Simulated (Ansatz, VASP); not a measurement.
# One calculation of Bi, two programs

The input INCAR:

```
PREC = Accurate
ENCUT = 520
EDIFF = 1E-7
ISMEAR = 0
SIGMA = 0.15
LREAL = F
LASPH = T
NELM = 60
ALGO = Fast
ISIF = 2
LWAVE = F
LCHARG = F
GGA = PE
IVDW = 12
NBANDS = 14
```

The input KPOINTS:

```
regular mesh
0
Gamma
  16 16 16
```

File POSCAR:

```
Bi
1.0
   -1.6655486420      2.2533893392      1.9594689906
    1.6655486420     -2.2533893392      1.9594689906
    1.6655486420      2.2533893392     -1.9594689906
Bi
1
Direct
    0.0000000000      0.0000000000      0.0000000000
```

Input for Ansatz:

```yaml
crystal:
  lattice:
    - [-1.665548642, 2.2533893392, 1.9594689906]
    - [1.665548642, -2.2533893392, 1.9594689906]
    - [1.665548642, 2.2533893392, -1.9594689906]
  atoms:
    - { symbol: Bi, position: [0.0, 0.0, 0.0] }
basis:
  ecutwfc: 420
kpoints:
  mp_grid: { grid: [16, 16, 16] }
hamiltonian:
  xc: pbe
  dispersion: d3bj
scf:
  occupations: { method: gaussian, width: 0.15 }
output:
  forces: true
  stress: true
  eigenvalues: true
```

Change from the starting cell: strain +e along x and -e along y -0.1500, strain +e along z and -e/2 along x and y +0.0000.

Alike in both runs: task single point; functional PBE; dispersion D3(BJ); k mesh 16 × 16 × 16; occupations gaussian, width 0.15 eV; no spin polarisation.

```csv
,VASP,Ansatz
version,VASP 6.6.1,Ansatz 0.2.0
potentials or method,"VASP PAW PBE potentials, release 64 (Bi_d), cutoff 520 eV","scalar-relativistic, plane waves, PAW"
valence electrons in the cell,15,15
```

```csv
,VASP,Ansatz,Ansatz less VASP
gap on the k mesh at the Fermi level (eV),none,none,-
pressure (GPa),2.5,2.5,+0.06
"traceless stress, the component that is largest in VASP (GPa)",1.74,1.74,+0.003
```

A gap of «none» marks a metal or a gap that the smearing closes.

Neither program's run includes spin-orbit coupling.
